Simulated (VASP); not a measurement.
# Hf3Ta2O (Fmmm) in VASP: further runs, part 2 of 2

VASP 6.6.1.

### 4 Relaxation of cell and atoms, PBE

Input file INCAR:

```
SYSTEM = Hf3Ta2O
  PREC = Accurate
  ENCUT = 600
  EDIFF = 1E-6
  ISMEAR = 0
  SIGMA = 0.1
  LREAL = .FALSE.
  LASPH = .TRUE.
  NELM = 100
  ALGO = Normal
  ISIF = 3
  LWAVE = .FALSE.
  LCHARG = .FALSE.
  GGA = PE
  IBRION = 2
  NSW = 90
  EDIFFG = -0.04
```

Input file KPOINTS:

```
regular mesh
0
G
  4 4 4
  0 0 0
```

Input file POSCAR:

```
Hf3Ta2O
1.0
    0.0000000000      3.9906770500      4.8551199800
    3.1711874100      0.0000000000      4.8551199800
    3.1711874100      3.9906770500      0.0000000000
Hf Ta O
3 2 1
Direct
    0.5000000000      0.0000000000      0.5000000000
    0.0000000000      0.5000000000      0.0000000000
    0.5000000000      0.5000000000      0.5000000000
    0.5000000000      0.5000000000      0.0000000000
    0.0000000000      0.0000000000      0.5000000000
    0.0000000000      0.0000000000      0.0000000000
```

Potentials or basis: VASP PAW PBE potentials, release 64 (Hf_pv, Ta_pv, O).

Started as:

```
$ cat potpaw_PBE.64/Hf_pv/POTCAR potpaw_PBE.64/Ta_pv/POTCAR potpaw_PBE.64/O/POTCAR > POTCAR
$ mpirun -np 1 vasp_std > vasp.out
```

OUTCAR:

```text
SYSTEM = Hf3Ta2O
   PREC = Accurate
   ENCUT = 600
   EDIFF = 1E-6
   ISMEAR = 0
   LREAL = .FALSE.
   LASPH = .TRUE.
   NELM = 100
   ISIF = 3
   GGA = PE
   IBRION = 2
   NSW = 90
   EDIFFG = -0.04

 ion  position               nearest neighbor table
   1  0.500  0.000  0.500-   3 2.90   6 2.90   3 2.90   6 2.90   4 3.14   4 3.14   5 3.14   5 3.14
                             2 3.17   2 3.17
   2  0.000  0.500  0.000-   6 2.90   3 2.90   6 2.90   3 2.90   5 3.14   4 3.14   5 3.14   4 3.14
                             1 3.17   1 3.17
   3  0.500  0.500  0.500-   4 2.55   4 2.55   5 2.55   5 2.55   1 2.90   2 2.90   2 2.90   1 2.90

   4  0.500  0.500  0.000-   3 2.55   3 2.55   6 2.55   6 2.55   1 3.14   1 3.14   2 3.14   2 3.14
                             5 3.17   5 3.17
   5  0.000  0.000  0.500-   6 2.55   6 2.55   3 2.55   3 2.55   2 3.14   2 3.14   1 3.14   1 3.14
                             4 3.17   4 3.17
   6  0.000  0.000  0.000-   5 2.55   5 2.55   4 2.55   4 2.55   2 2.90   1 2.90   1 2.90   2 2.90

  LATTYP: Found a face centered orthorhombic cell.
 ALAT       =     6.3423748200
 B/A-ratio  =     1.2584172848
 C/A-ratio  =     1.5310101083

  Lattice vectors:

 A1 = (   0.0000000000,   3.9906770500,   4.8551199800)
 A2 = (   3.1711874100,   0.0000000000,   4.8551199800)
 A3 = (   3.1711874100,   3.9906770500,   0.0000000000)

Analysis of symmetry for initial positions (statically):
=====================================================================
 Subroutine PRICEL returns:
 Original cell was already a primitive cell.

 Routine SETGRP: Setting up the symmetry group for a
 face centered orthorhombic supercell.

 Subroutine GETGRP returns: Found  8 space group operations
 (whereof  8 operations were pure point group operations)
 out of a pool of  8 trial point group operations.

The static configuration has the point symmetry D_2h.

Analysis of symmetry for dynamics (positions and initial velocities):
=====================================================================
 Subroutine PRICEL returns:
 Original cell was already a primitive cell.

 Routine SETGRP: Setting up the symmetry group for a
[... 118 lines left out ...]
   NELECT =      58.0000    total number of electrons
   NUPDOWN=      -1.0000    fix difference up-down
   EMIN   =  10.00;   EMAX   =-10.00  energy-range for DOS
   EFERMI =   0.00;   METHOD = LEGACY
   ISMEAR =     0;   SIGMA  =   0.10  broadening in eV -4-tet -1-fermi 0-gaus
   EFERMI_NEDOS =   21; number of points for ismear=-14 and -15
   IALGO  =     38    algorithm
   IMIX   =      4    mixing-type and parameters
     AMIX     =   0.40;   BMIX     =  1.00
     AMIX_MAG =   1.60;   BMIX_MAG =  1.00
  volume/ion in A,a.u.               =      20.48       138.21
  Fermi-wavevector in a.u.,A,eV,Ry     =   1.274632  2.408704 22.105191  1.624686
  Thomas-Fermi vector in A             =   2.407389
   LORBIT       =      0    0 simple, 1 ext, 2 COOP (PROOUT), +10 PAW based schemes
   GGA     = PE    functional components
   LHFCALC =     F    Hartree Fock is set to
   AEXX    =    0.0000 exact exchange contribution
   IVDW    =     0    specifies the selected vdW correction
   LEPSILON=     F    determine dielectric tensor
   LRPA    =     F    only Hartree local field effects (RPA)
 conjugate gradient relaxation of ions
 non-spin polarized calculation
 Gauss-broadening in eV      SIGMA  =   0.10
  energy-cutoff  :      600.00
  volume of cell :      122.88
 maximum number of plane-waves:      4124
   NGX = 25   NGY = 23   NGZ = 21

--------------------------------------- Ionic step        1  -------------------------------------------

 number of electron      57.9999999 magnetization

 Free energy of the ion-electron system (eV)
  ---------------------------------------------------
  ext. energy  EPLUGINS =         0.00000000
  ---------------------------------------------------
  free energy    TOTEN  =       -54.18900353 eV

  energy without entropy =      -54.15829783  energy(sigma->0) =      -54.17365068

------------------------ aborting loop because EDIFF is reached ----------------------------------------

  FORCE on cell =-STRESS in cart. coord.  units (eV):
  Direction    XX          YY          ZZ          XY          YZ          ZX
  --------------------------------------------------------------------------------------
  -------------------------------------------------------------------------------------
  Total        2.0076692     -2.5084438     -0.9145630      0.0000000      0.0000000      0.0000000
  in kB       26.1760609    -32.7051764    -11.9241038      0.0000000      0.0000000      0.0000000
  external PRESSURE =      -6.1510731 kB  Pullay stress =       0.0000000 kB
[... 267 lines left out ...]
--------------------------------------- Ionic step        8  -------------------------------------------

 number of electron      58.0000000 magnetization

 Free energy of the ion-electron system (eV)
  ---------------------------------------------------
  ext. energy  EPLUGINS =         0.00000000
  ---------------------------------------------------
  free energy    TOTEN  =       -54.36279063 eV

  energy without entropy =      -54.33426808  energy(sigma->0) =      -54.34852935

 E-fermi :   4.4661     XC(G=0): -11.0845

 val. band max:        4.4591935987   @ k =   0.5000   0.0000   0.2500
 cond. band min:       4.4753535270   @ k =   0.2500   0.0000   0.0000
 fundamental gap:      0.0161599283
 Fermi energy:         4.4661197866

 k-point     1 :       0.0000    0.0000    0.0000
  band No.  band energies     occupation
      1     -30.5262      2.00000
      2     -30.4066      2.00000
      3     -30.3227      2.00000
      4     -30.3062      2.00000
      5     -30.0513      2.00000
      6     -30.0207      2.00000
[... 688 lines left out ...]
  FREE ENERGIE OF THE ION-ELECTRON SYSTEM (eV)
  ---------------------------------------------------
  free  energy   TOTEN  =       -54.3627906323 eV

  energy  without entropy=      -54.3342680776  energy(sigma->0) =      -54.34852935

 reached required accuracy - stopping structural energy minimisation
```

OSZICAR:

```text
N       E                     dE             d eps       ncg     rms          rms(c)
DAV:   1     0.413008163273E+03    0.41301E+03   -0.34970E+04  1232   0.185E+03
DAV:   2    -0.310608989540E+02   -0.44407E+03   -0.43751E+03  1404   0.461E+02
DAV:   3    -0.578933640912E+02   -0.26832E+02   -0.26250E+02  1630   0.802E+01
[... 85 lines left out ...]
DAV:   4    -0.543628631562E+02    0.56718E-03   -0.29177E-03  1640   0.192E-01    0.148E-01
DAV:   5    -0.543627989958E+02    0.64160E-04   -0.46091E-04  1592   0.862E-02    0.783E-02
DAV:   6    -0.543627922333E+02    0.67625E-05   -0.10904E-04  1548   0.440E-02    0.343E-02
DAV:   7    -0.543627904152E+02    0.18181E-05   -0.25378E-05  1456   0.210E-02    0.103E-02
DAV:   8    -0.543627906323E+02   -0.21709E-06   -0.22042E-06   942   0.673E-03
   8 F= -.54362791E+02 E0= -.54348529E+02  d E =-.254865E-02
```

It took 25 min on 1 thread of Intel Xeon 8259CL, shared host; peak memory 0.38 GiB.

What came out:

```yaml
Free_energy: -54.3628 eV
Relaxed_volume: 20.48 Å³/atom
Relaxed_cell: a = 6.086 Å, b = 5.904 Å, c = 5.065 Å, α = 66.90°, β = 63.16°, γ = 49.94°
Space_group_after_relaxing_to_0.1_Å: Fmmm (No. 69)
Energy_gained_by_relaxing: 29.0 meV/atom
Ionic_steps: 8
Pressure_after_relaxing: 0.0 GPa
Band_gap_on_the_k_mesh: zero (bands 29 and 30 overlap by 0.18 eV)
```

The path:
| step | energy change (eV) | largest force (eV/Å) | pressure (GPa) | volume (Å³) |
| --- | --- | --- | --- | --- |
| 1 | 0.0000 | 0.0000 | -0.62 | 122.88 |
| 2 | -0.0763 | 0.0000 | 0.66 | 121.45 |
| 3 | -0.1194 | 0.0000 | 2.64 | 119.60 |
| 4 | -0.1604 | 0.0000 | 0.95 | 121.59 |
| 5 | -0.1711 | 0.0000 | -0.59 | 123.54 |
| 6 | -0.1712 | 0.0000 | -0.44 | 123.34 |
| 7 | -0.1729 | 0.0000 | -0.24 | 123.15 |
| 8 | -0.1738 | 0.0000 | 0.02 | 122.90 |

Final structure:
```
CELL_PARAMETERS angstrom
0.00000 3.73074 4.80886
3.42513 0.00000 4.80886
3.42513 3.73074 0.00000
ATOMIC_POSITIONS crystal
Hf 0.50000 0.00000 0.50000
Hf 0.00000 0.50000 0.00000
Hf 0.50000 0.50000 0.50000
Ta 0.50000 0.50000 0.00000
Ta 0.00000 0.00000 0.50000
O 0.00000 0.00000 0.00000
```

Caveat: spin-orbit coupling is left out, which moves the levels of the heavy elements.

### 5 Single point, PBE

This run uses another cell than the first one, of 20.62 Å³/atom.

Input file INCAR:

```
PREC = Accurate
ENCUT = 520
EDIFF = 1E-6
ISMEAR = 0
SIGMA = 0.1
LREAL = False
LASPH = True
NELM = 80
ALGO = Normal
ISIF = 2
LWAVE = False
LCHARG = False
GGA = PE
NBANDS = 38
```

Input file KPOINTS:

```
regular mesh
0
Gamma
  8 8 8
```

POSCAR, as its differences from that of step 4:

```diff
@@ -2,5 +2,5 @@
 1.0
-    0.0000000000      3.9906770500      4.8551199800
-    3.1711874100      0.0000000000      4.8551199800
-    3.1711874100      3.9906770500      0.0000000000
+    0.0000000000      3.7500998497      4.7556131017
+    3.4678371786      0.0000000000      4.7556131017
+    3.4678371786      3.7500998497      0.0000000000
 Hf Ta O
```

Started as:

```
$ cat potpaw_PBE.64/Hf_pv/POTCAR potpaw_PBE.64/Ta_pv/POTCAR potpaw_PBE.64/O/POTCAR > POTCAR
$ mpirun -np 1 vasp_std > vasp.out
```

Wall time 23 min (1 thread of Intel Xeon 8259CL, shared host); peak memory 0.57 GiB.

Results (log left out):

* Free energy: -54.3121 eV
* Pressure: -0.2 GPa
* Band gap on the k mesh: zero (bands 29 and 30 overlap by 0.53 eV)

Stress tensor (GPa, compression positive):
```
-0.14  0.00  0.00
 0.00 -0.04  0.00
 0.00  0.00 -0.39
```

Levels at points of the mesh, in eV from the Fermi level:
| k point | band 26 | band 27 | band 28 | band 29 | band 30 | band 31 | band 32 | band 33 |
| --- | --- | --- | --- | --- | --- | --- | --- | --- |
| (0.00, 0.00, 0.00) | -1.71 | -1.59 | -1.27 | -0.24 | -0.05 | 1.38 | 2.00 | 2.34 |
| (0.50, 0.00, 0.00) | -1.12 | -0.99 | -0.41 | -0.37 | 0.13 | 0.25 | 0.50 | 0.81 |
| (0.50, 0.50, 0.00) | -0.90 | -0.78 | -0.50 | -0.35 | 0.28 | 0.50 | 0.50 | 0.55 |
| (0.50, 0.00, 0.50) | -0.56 | -0.41 | -0.38 | -0.30 | 0.59 | 0.73 | 0.84 | 0.86 |
| (0.00, 0.50, 0.50) | -0.87 | -0.87 | -0.63 | 0.00 | 0.41 | 0.51 | 0.96 | 1.27 |

Caveat: spin-orbit coupling is left out, which moves the levels of the heavy elements.

### 6 Summary

```tsv
task	cell	k mesh	cutoff (eV)	gap on the mesh (eV)	pressure (GPa)
single point	a = 6.285, b = 5.799, c = 5.097 Å, angles 70.1, 60.2, 49.7°, 6 atoms	4 × 4 × 4	520	none	-0.6
single point	a = 6.100, b = 5.914, c = 5.059 Å, angles 67.0, 63.2, 49.8°, 6 atoms	4 × 4 × 4	520	none	-0.1
relaxation of cell and atoms	relaxed from a = 6.285, b = 5.799, c = 5.097 Å, angles 70.1, 60.2, 49.7°, 6 atoms	4 × 4 × 4	600	none	0.0
single point	a = 6.056, b = 5.886, c = 5.108 Å, angles 66.4, 63.0, 50.6°, 6 atoms	8 × 8 × 8	520	none	-0.2
```

Alike in all rows: level PBE; potentials or basis VASP PAW PBE potentials, release 64 (Hf_pv, Ta_pv, O); no spin polarisation; smearing gaussian 0.1 eV.

Caveats: spin-orbit coupling is left out, which moves the levels of the heavy elements; the stress differs along the axes, from -3 to 3 GPa (at least some runs).

Total energies depend on the potentials used, so only differences within one code and one set of settings carry meaning.

The gap in the log of VASP goes by the Fermi energy; the results here count the filled bands.